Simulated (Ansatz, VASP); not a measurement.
**One calculation of Se, two programs**

```xyz
1
Lattice="2.6539 0.0000 0.0000 0.0000 2.6539 0.0000 0.0000 0.0000 2.6539" Properties=species:S:1:pos:R:3 pbc="T T T"
Se    0.0000    0.0000    0.0000
```

Alike in both runs: task single point; functional LDA; k mesh 13 × 13 × 13; occupations fermi-dirac, width 0.1 eV; no spin polarisation.

|  | VASP | Ansatz |
| --- | --- | --- |
| version | VASP 6.6.1 | Ansatz 0.2.0 |
| potentials or method | VASP PAW LDA potentials, release 64 (Se), cutoff 520 eV | plane waves (420 eV) with PAW, scalar-relativistic |
| valence electrons in the cell | 6 | 16 |

VASP gave:

* pressure (GPa): 14.9

Problem. Estimate Ansatz's values.

Solution. Pressure (GPa): 14.5.

Ansatz warns that its potentials were made for another functional, while VASP's fit it. LDA's correlation is that of Perdew and Zunger in VASP and of Perdew and Wang (1992) in Ansatz. VASP's potentials hold 6 valence electrons a cell and Ansatz's 16, so a difference there can come from the potentials and not from the codes.
